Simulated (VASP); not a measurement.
Input of a VASP 6.6.1 run:

File INCAR:

```
  PREC = Accurate
  ENCUT = 520
  EDIFF = 1E-6
  ISMEAR = -1
  SIGMA = 0.02
  LREAL = F
  LASPH = T
  NELM = 80
  ALGO = Normal
  ISIF = 2
  LWAVE = F
  LCHARG = F
  GGA = PS
  NBANDS = 16
```

KPOINTS

```
regular mesh
0
Gamma
  7 7 7
```

The input POSCAR:

```
CdS
1.0
    0.0000000000      2.9429534649      2.8546648610
    2.9429534649      0.0000000000      2.8546648610
    2.9429534649      2.9429534649      0.0000000000
Cd S
1 1
Direct
    0.0000000000      0.0000000000      0.0000000000
    0.7500000000      0.7500000000      0.7500000000
```

Potentials or basis: VASP PAW PBE potentials, release 64 (Cd, S).

Launch:

```bash
$ cat potpaw_PBE.64/Cd/POTCAR potpaw_PBE.64/S/POTCAR > POTCAR
$ mpirun -np 1 vasp_std > vasp.out
```

Q: Estimate the band gap on the k mesh.

A: 0.96 eV, direct.

Q: Predict the pressure.

A: 0.3 GPa.

Stress tensor (GPa, compression positive):
```
0.12 0.00 0.00
0.00 0.12 0.00
0.00 0.00 0.66
```

Caveat: the cell differs from its parent crystal (zz strain of -3 %); the PAW data sets were made with another functional, which shifts forces and pressure a little.
